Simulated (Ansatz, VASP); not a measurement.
**Ca7CrO8: VASP beside Ansatz**

```xyz
16
Lattice="0.0000 4.8150 4.8150 4.8150 0.0000 4.8150 4.8150 4.8150 0.0000" Properties=species:S:1:pos:R:3 pbc="T T T"
Cr    9.6300    4.8150    4.8150
Ca    2.4075    2.4075    0.0000
Ca    2.4075    0.0000    2.4075
Ca    4.8150    2.4075    2.4075
Ca    0.0000    2.4075    2.4075
Ca    2.4075    4.8150    2.4075
Ca    2.4075    2.4075    4.8150
Ca    4.8150    4.8150    4.8150
O     2.4075    2.4075    2.4075
O     4.8150    4.8150    2.3776
O     4.8150    2.3776    4.8150
O     7.2524    4.8150    4.8150
O     2.3776    4.8150    4.8150
O     4.8150    7.2524    4.8150
O     4.8150    4.8150    7.2524
O     7.2225    7.2225    7.2225
```

Alike in both runs: task single point; functional PBEsol; k mesh 3 × 3 × 3; occupations gaussian, width 0.05 eV; no spin polarisation.

```csv
,VASP,Ansatz
version,VASP 6.6.1,Ansatz 0.2.0
potentials or method,"VASP PAW PBE potentials, release 64 (Cr_pv, Ca_sv, O), cutoff 600 eV","scalar-relativistic, plane waves, PAW"
valence electrons in the cell,130,132
```

Ansatz gave:

```
gap on the k mesh at the Fermi level (eV) : none
pressure (GPa)                            : -9.5
rms of the force components (eV/Å)        : 0.176
```

Problem. Estimate VASP's values.

Solution. gap on the k mesh at the Fermi level (eV): none; pressure (GPa): -9.1; rms of the force components (eV/Å): 0.180.

VASP's potentials were made for PBE, not for PBEsol. Atom by atom the forces differ by 0.004 eV/Å (rms over components). A gap of «none» marks a metal or a gap that the smearing closes. The functional is the same, so the differences come from potentials, cutoffs and numerics. VASP's potentials hold 130 valence electrons a cell and Ansatz's 132, so a difference there can come from the potentials and not from the codes.

The k mesh is coarse, so the values compare programs but aren't converged.
